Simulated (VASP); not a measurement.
Crystal: Al.

```xyz
1
Lattice="0.0000 1.9967 1.9967 1.9967 0.0000 1.9967 1.9967 1.9967 0.0000" Properties=species:S:1:pos:R:3 pbc="T T T"
Al    0.0000    0.0000    0.0000
```

Base run:

```yaml
Program: VASP 6.6.1
Functional: r2SCAN
Potentials_or_basis: VASP PAW PBE potentials, release 64 (Al)
Cutoff: 520 eV
k_mesh: 14 × 14 × 14
Occupations: gaussian, width 1 eV
Spin: no spin polarisation
```

Its results: band gap on the k mesh zero (an odd number of electrons rules out a gap without spin polarisation); pressure 0.4 GPa.

Question: After a change of settings the same cell gave: band gap on the k mesh zero (an odd number of electrons rules out a gap without spin polarisation); pressure -0.6 GPa. Which change was it?
A. occupations from gaussian, width 1 eV to fermi-dirac, width 1 eV; further incar settings from ALGO = Normal; EDIFF = 1e-06; NBANDS = 8 to ALGO = Normal; EDIFF = 1e-07; NBANDS = 8
B. occupations from gaussian, width 1 eV to fermi-dirac, width 0.6 eV
C. occupations from gaussian, width 1 eV to gaussian, width 0.2 eV

Answer: C.

Caveats: the PAW data sets were made with another functional, which shifts forces and pressure a little; so wide a smearing shifts energies and pressures (at least some runs).
